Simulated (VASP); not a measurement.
# Nb (Pm-3n) in VASP: single point with r2SCAN

Aim: the single point of Nb with r2SCAN.

Program: VASP 6.6.1. These are calculated values, not measurements. Logs are shortened: lines on timing, memory, paths and dates and some standing lists are left out, and cuts for length are marked.

## (1) The cell of the first run

The structure is cubic, space group Pm-3n (No. 223). Conventional cell: a = 5.289 Å, b = 5.289 Å, c = 5.289 Å, α = 90.00°, β = 90.00°, γ = 90.00°. Within 3.9 Å of Nb (site symmetry m-3) lie 12 Nb at 2.96 Å. Within 3.5 Å of Nb (site symmetry -4m2) lie 14 Nb at 2.64 to 3.24 Å.

## (2) Single point, r2SCAN

POSCAR reads:

```
Nb
1.0
    5.2894166184      0.0000000000      0.0000000000
    0.0000000000      5.2894166184      0.0000000000
    0.0000000000      0.0000000000      5.2894166184
Nb
8
Direct
    0.5000000000      0.5000000000      0.5000000000
    0.0000000000      0.0000000000      0.0000000000
    0.2500000000      0.0000000000      0.5000000000
    0.5000000000      0.2500000000      0.0000000000
    0.5000000000      0.7500000000      0.0000000000
    0.7500000000      0.0000000000      0.5000000000
    0.0000000000      0.5000000000      0.7500000000
    0.0000000000      0.5000000000      0.2500000000
```

INCAR.step1 reads:

```
  PREC = Accurate
  ENCUT = 520
  ISMEAR = 0
  SIGMA = 0.1
  LREAL = F
  LASPH = T
  NELM = 60
  NBANDS = 62
  GGA = PE
  ALGO = Normal
  EDIFF = 1E-4
  LWAVE = T
  LCHARG = F
```

INCAR.step2 reads:

```
  PREC = Accurate
  ENCUT = 520
  EDIFF = 1E-7
  ISMEAR = 0
  SIGMA = 0.1
  LREAL = F
  LASPH = T
  NELM = 60
  ALGO = Normal
  ISIF = 2
  LWAVE = F
  LCHARG = T
  METAGGA = R2SCAN
  LMIXTAU = T
  LELF = T
  LVHAR = T
  NBANDS = 62
  ISTART = 1
```

KPOINTS reads:

```
Automatic mesh
0
Gamma
  8 8 8
```

Potentials or basis: VASP PAW PBE potentials, release 64 (Nb_sv).

Run with:

```
cat potpaw_PBE.64/Nb_sv/POTCAR > POTCAR
cp INCAR.step1 INCAR
mpirun -np 1 vasp_std > vasp.out
cp INCAR.step2 INCAR
mpirun -np 1 vasp_std > vasp.out
```

OUTCAR:

```text
PREC = Accurate
   ENCUT = 520
   EDIFF = 1E-7
   ISMEAR = 0
   LREAL = F
   LASPH = T
   NELM = 60
   ISIF = 2
   METAGGA = R2SCAN
   ISTART = 1

 ion  position               nearest neighbor table
   1  0.500  0.500  0.500-   3 2.96   4 2.96   5 2.96   6 2.96   7 2.96   8 2.96   4 2.96   5 2.96
                             3 2.96   6 2.96   7 2.96   8 2.96
   2  0.000  0.000  0.000-   3 2.96   4 2.96   5 2.96   6 2.96   7 2.96   8 2.96   3 2.96   6 2.96
                             7 2.96   8 2.96   4 2.96   5 2.96
   3  0.250  0.000  0.500-   6 2.64   6 2.64   1 2.96   2 2.96   1 2.96   2 2.96
   4  0.500  0.250  0.000-   5 2.64   5 2.64   1 2.96   1 2.96   2 2.96   2 2.96
   5  0.500  0.750  0.000-   4 2.64   4 2.64   1 2.96   1 2.96   2 2.96   2 2.96
   6  0.750  0.000  0.500-   3 2.64   3 2.64   1 2.96   2 2.96   1 2.96   2 2.96
   7  0.000  0.500  0.750-   8 2.64   8 2.64   1 2.96   2 2.96   2 2.96   1 2.96
   8  0.000  0.500  0.250-   7 2.64   7 2.64   1 2.96   2 2.96   2 2.96   1 2.96

  LATTYP: Found a simple cubic cell.
 ALAT       =     5.2894166184

  Lattice vectors:

 A1 = (   5.2894166184,   0.0000000000,   0.0000000000)
 A2 = (   0.0000000000,   5.2894166184,   0.0000000000)
 A3 = (   0.0000000000,   0.0000000000,   5.2894166184)

Analysis of symmetry for initial positions (statically):
=====================================================================
 Subroutine PRICEL returns:
 Original cell was already a primitive cell.

 Routine SETGRP: Setting up the symmetry group for a
 simple cubic supercell.

 Subroutine GETGRP returns: Found 48 space group operations
 (whereof 24 operations were pure point group operations)
 out of a pool of 48 trial point group operations.

The static configuration has the point symmetry T_h .
 The point group associated with its full space group is O_h .

Analysis of symmetry for dynamics (positions and initial velocities):
=====================================================================
 Subroutine PRICEL returns:
 Original cell was already a primitive cell.

 Routine SETGRP: Setting up the symmetry group for a
 simple cubic supercell.

 Subroutine GETGRP returns: Found 48 space group operations
 (whereof 24 operations were pure point group operations)
 out of a pool of 48 trial point group operations.

The dynamic configuration has the point symmetry T_h .
 The point group associated with its full space group is O_h .

 Subroutine INISYM returns: Found 48 space group operations
 (whereof 24 operations are pure point group operations),
 and found     1 'primitive' translations
[... 114 lines left out ...]
   ISYM   =      2    0-nonsym 1-usesym 2-fastsym
   POTIM  = 0.5000    time-step for ionic-motion
   TEBEG  =    0.0;   TEEND  =   0.0 temperature during run
   PSTRESS=    0.0 pullay stress
   NELECT =     104.0000    total number of electrons
   NUPDOWN=      -1.0000    fix difference up-down
   EMIN   =  10.00;   EMAX   =-10.00  energy-range for DOS
   EFERMI =   0.00;   METHOD = LEGACY
   ISMEAR =     0;   SIGMA  =   0.10  broadening in eV -4-tet -1-fermi 0-gaus
   EFERMI_NEDOS =   21; number of points for ismear=-14 and -15
   IALGO  =     38    algorithm
   IMIX   =      4    mixing-type and parameters
     AMIX     =   0.40;   BMIX     =  1.00
     AMIX_MAG =   1.60;   BMIX_MAG =  1.00
  volume/ion in A,a.u.               =      18.50       124.83
  Fermi-wavevector in a.u.,A,eV,Ry     =   1.455498  2.750492 28.823580  2.118473
  Thomas-Fermi vector in A             =   2.572525
   LORBIT       =      0    0 simple, 1 ext, 2 COOP (PROOUT), +10 PAW based schemes
   METAGGA = R2SCAN    functional components
   LHFCALC =     F    Hartree Fock is set to
   AEXX    =    0.0000 exact exchange contribution
   IVDW    =     0    specifies the selected vdW correction
   LEPSILON=     F    determine dielectric tensor
   LRPA    =     F    only Hartree local field effects (RPA)
 non-spin polarized calculation
 Gauss-broadening in eV      SIGMA  =   0.10
  energy-cutoff  :      520.00
  volume of cell :      147.99
 maximum number of plane-waves:      4013
 NGX is ok and might be reduce to    40
   NGX = 19   NGY = 19   NGZ = 19

 number of electron     104.0000018 magnetization

 Free energy of the ion-electron system (eV)
  ---------------------------------------------------
  ext. energy  EPLUGINS =         0.00000000
  ---------------------------------------------------
  free energy    TOTEN  =      -197.95559121 eV

  energy without entropy =     -197.90661345  energy(sigma->0) =     -197.93110233

 E-fermi :  10.8492     XC(G=0): -13.4643

 val. band max:       10.8482931360   @ k =   0.2500   0.1250   0.0000
 cond. band min:      10.8725329406   @ k =   0.2500   0.2500   0.2500
 fundamental gap:      0.0242398046
 Fermi energy:        10.8492196970

 k-point     1 :       0.0000    0.0000    0.0000
  band No.  band energies     occupation
      1     -45.5140      2.00000
      2     -45.3613      2.00000
      3     -45.3613      2.00000
      4     -45.2698      2.00000
      5     -45.1948      2.00000
      6     -45.1236      2.00000
[... 1549 lines left out ...]
     61      13.4142      0.00000
     62      13.9718      0.00000

 [... further k-points ...]

------------------------ aborting loop because EDIFF is reached ----------------------------------------

  FORCE on cell =-STRESS in cart. coord.  units (eV):
  Direction    XX          YY          ZZ          XY          YZ          ZX
  --------------------------------------------------------------------------------------
  -------------------------------------------------------------------------------------
  Total       -0.1883043     -0.1883043     -0.1883043      0.0000000      0.0000000     -0.0000000
  in kB       -2.0386729     -2.0386729     -2.0386729      0.0000000      0.0000000     -0.0000000
  external PRESSURE =      -2.0386729 kB  Pullay stress =       0.0000000 kB

 VOLUME and BASIS-vectors are now :
 -----------------------------------------------------------------------------
  energy-cutoff  :      520.00
  volume of cell :      147.99
      direct lattice vectors                 reciprocal lattice vectors
     5.289416618  0.000000000  0.000000000     0.189056766  0.000000000  0.000000000
     0.000000000  5.289416618  0.000000000     0.000000000  0.189056766  0.000000000
     0.000000000  0.000000000  5.289416618     0.000000000  0.000000000  0.189056766

 POSITION                                       TOTAL-FORCE (eV/Angst)
 -----------------------------------------------------------------------------------
      2.64471      2.64471      2.64471        -0.000000      0.000000      0.000000
      0.00000      0.00000      0.00000        -0.000000      0.000000      0.000000
      1.32235      0.00000      2.64471         0.000000     -0.000000     -0.000000
      2.64471      1.32235      0.00000         0.000000      0.000000      0.000000
      2.64471      3.96706      0.00000         0.000000     -0.000000      0.000000
      3.96706      0.00000      2.64471        -0.000000     -0.000000     -0.000000
      0.00000      2.64471      3.96706        -0.000000     -0.000000     -0.000000
      0.00000      2.64471      1.32235        -0.000000      0.000000      0.000000
 -----------------------------------------------------------------------------------
    total drift:                                0.000000     -0.000000      0.000000

  FREE ENERGIE OF THE ION-ELECTRON SYSTEM (eV)
  ---------------------------------------------------
  free  energy   TOTEN  =      -197.9555912148 eV

  energy  without entropy=     -197.9066134483  energy(sigma->0) =     -197.93110233
```

OUTCAR.step1:

```text
PREC = Accurate
   ENCUT = 520
   ISMEAR = 0
   LREAL = F
[... 1809 lines left out ...]
      2.64471      3.96706      0.00000         0.000000     -0.000000     -0.000000
      3.96706      0.00000      2.64471        -0.000000      0.000000      0.000000
      0.00000      2.64471      3.96706         0.000000     -0.000000     -0.000000
      0.00000      2.64471      1.32235         0.000000      0.000000     -0.000000
 -----------------------------------------------------------------------------------
    total drift:                                0.000000     -0.000000      0.000000

  FREE ENERGIE OF THE ION-ELECTRON SYSTEM (eV)
  ---------------------------------------------------
  free  energy   TOTEN  =       -80.9261233340 eV

  energy  without entropy=      -80.8744261739  energy(sigma->0) =      -80.90027475
```

OSZICAR.step1:

```text
N       E                     dE             d eps       ncg     rms          rms(c)
DAV:   1     0.148063331359E+04    0.14806E+04   -0.57414E+04  4340   0.178E+03
DAV:   2     0.489199451490E+02   -0.14317E+04   -0.14062E+04  4924   0.761E+02
DAV:   3    -0.732622982911E+02   -0.12218E+03   -0.11844E+03  7000   0.156E+02
DAV:   4    -0.837027285721E+02   -0.10440E+02   -0.10193E+02  7544   0.423E+01
DAV:   5    -0.844335599283E+02   -0.73083E+00   -0.72382E+00  6728   0.106E+01    0.196E+01
DAV:   6    -0.812169205097E+02    0.32166E+01   -0.73900E+00  6344   0.157E+01    0.675E+00
DAV:   7    -0.808905606291E+02    0.32636E+00   -0.29190E+00  6672   0.944E+00    0.313E+00
DAV:   8    -0.809045159504E+02   -0.13955E-01   -0.56505E-01  6664   0.434E+00    0.257E+00
DAV:   9    -0.809292617171E+02   -0.24746E-01   -0.25384E-01  7024   0.329E+00    0.430E-01
DAV:  10    -0.809260141566E+02    0.32476E-02   -0.25298E-02  6312   0.101E+00    0.166E-01
DAV:  11    -0.809261289044E+02   -0.11475E-03   -0.26729E-03  6904   0.265E-01    0.491E-02
DAV:  12    -0.809261233340E+02    0.55703E-05   -0.14389E-04  3192   0.966E-02
   1 F= -.80926123E+02 E0= -.80900275E+02  d E =-.516972E-01
```

Wall time 33 min (1 thread of Intel Xeon 8259CL, shared host); peak memory 0.39 GiB.

What came out:

```yaml
Free_energy: -197.9556 eV
Pressure: -0.2 GPa
Band_gap_on_the_k_mesh: zero (bands 52 and 53 overlap by 0.38 eV)
```

Levels at points of the mesh, in eV from the Fermi level:
| k point | band 48 | band 49 | band 50 | band 51 | band 52 | band 53 | band 54 | band 55 | band 56 | band 57 |
| --- | --- | --- | --- | --- | --- | --- | --- | --- | --- | --- |
| (0.00, 0.00, 0.00) | -0.70 | -0.70 | -0.38 | -0.38 | -0.38 | -0.12 | -0.12 | 0.66 | 0.66 | 0.66 |
| (0.50, 0.00, 0.00) | -0.95 | -0.05 | -0.05 | 0.08 | 0.08 | 0.20 | 0.20 | 0.36 | 0.36 | 1.71 |
| (0.50, 0.50, 0.00) | -0.80 | -0.42 | -0.37 | -0.32 | -0.32 | -0.01 | 0.40 | 0.40 | 1.42 | 1.42 |
| (0.50, 0.50, 0.50) | -0.92 | -0.92 | -0.92 | 0.11 | 0.11 | 0.11 | 0.11 | 0.11 | 0.11 | 2.37 |

Caveat: the PAW data sets were made with another functional, which shifts forces and pressure a little.

The gap in the log of VASP goes by the Fermi energy; the results here count the filled bands.